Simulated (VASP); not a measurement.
Here is a VASP 6.6.1 calculation.

Contents of POSCAR:

```
SiC
1.0
    0.0000000000      2.1781402741      2.1781402741
    2.1781402741      0.0000000000      2.1781402741
    2.1781402741      2.1781402741      0.0000000000
Si C
1 1
Direct
    0.0000000000      0.0000000000      0.0000000000
    0.2500000000      0.2500000000      0.2500000000
```

INCAR.step1

```
SYSTEM = SiC
PREC     = Accurate       ! precision mode
ENCUT    = 520            ! plane-wave cutoff, eV
ISMEAR   = 0              ! smearing method
SIGMA    = 0.05           ! smearing width, eV
LREAL    = .False.        ! projectors in reciprocal space
LASPH    = .True.         ! aspherical terms in the spheres
NELM     = 80             ! most SCF steps
NBANDS   = 11             ! bands
GGA      = PE             ! functional
ALGO     = Normal         ! electronic algorithm
EDIFF    = 1E-4           ! SCF threshold, eV
LWAVE    = .True.         ! write WAVECAR
LCHARG   = .False.        ! write CHGCAR
```

INCAR.step2

```
SYSTEM = SiC
PREC     = Accurate       ! precision mode
ENCUT    = 520            ! plane-wave cutoff, eV
EDIFF    = 1E-6           ! SCF threshold, eV
ISMEAR   = 0              ! smearing method
SIGMA    = 0.05           ! smearing width, eV
LREAL    = .False.        ! projectors in reciprocal space
LASPH    = .True.         ! aspherical terms in the spheres
NELM     = 80             ! most SCF steps
ALGO     = Normal         ! electronic algorithm
ISIF     = 2              ! what is computed and relaxed
LWAVE    = .False.        ! write WAVECAR
LCHARG   = .False.        ! write CHGCAR
METAGGA  = R2SCAN         ! meta-GGA
LMIXTAU  = .True.       
NBANDS   = 11             ! bands
ISTART   = 1
```

File KPOINTS:

```
Automatic mesh
0
Gamma
  10 10 10
  0 0 0
```

Potentials or basis: VASP PAW PBE potentials, release 64 (Si, C).

Launch:

```sh
$ cat potpaw_PBE.64/Si/POTCAR potpaw_PBE.64/C/POTCAR > POTCAR
$ cp INCAR.step1 INCAR
$ mpirun -np 1 vasp_std > vasp.out
$ cp INCAR.step2 INCAR
$ mpirun -np 1 vasp_std > vasp.out
```

Q: What does it give for the pressure?

A: -0.2 GPa.

Q: What does it give for the band gap on the k mesh?

A: 1.72 eV, indirect (least direct gap 5.06 eV).

Caveat: the PAW data sets were made with another functional, which shifts forces and pressure a little.

**Measured values to compare with.**

From “Insight into the structural, elastic and electronic properties of a new orthorhombic 6O-SiC polytype”, 2020, pmc:7200658, for a bulk crystal of SiC: band gap 2.4 eV (indirect).

Against the measured gap of SiC, 2.4 eV (indirect; quoted in “Insight into the structural, elastic and electronic properties of a new orthorhombic 6O-SiC polytype”, 2020, pmc:7200658), the calculated 1.72 eV is off by -0.68 eV. The value is that of r2SCAN on a finite k mesh, which can miss the band edges, without temperature or zero-point motion.
